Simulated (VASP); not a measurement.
A run of VASP 6.6.1 is set up as follows.

INCAR

```
SYSTEM = Si
ALGO = Normal ; EDIFF = 1E-6
ENCUT = 520 ; GGA = PE
ISIF = 2 ; ISMEAR = -1
ISYM = 0 ; LASPH = .True.
LCHARG = .False. ; LREAL = .False.
LWAVE = .False. ; NBANDS = 11
NELM = 80 ; PREC = Accurate
SIGMA = 0.08
```

The input KPOINTS:

```
k-points
0
Gamma
  16 16 11
  0 0 0
```

Contents of POSCAR:

```
Si
1.0
   -2.2951484633      2.4149529699      1.3000063486
    2.2951484633     -2.4149529699      1.3000063486
    2.2951484633      2.4149529699     -1.3000063486
Si
2
Direct
    0.8070000000      0.5570000000      0.2500000000
    0.1930000000      0.4430000000      0.7500000000
```

Potentials or basis: VASP PAW PBE potentials, release 64 (Si).

Run with:

```bash
$ cat potpaw_PBE.64/Si/POTCAR > POTCAR
$ mpirun -np 1 vasp_std > vasp.out
```

(1) Predict the pressure.

(2) What does it give for the largest force?

(3) Predict the band gap on the k mesh.

Answers

(1) 6.7 GPa.

(2) 0.049 eV/Å.

(3) zero (bands 4 and 5 overlap by 7.13 eV).

Caveat: the cell stands under pressure.
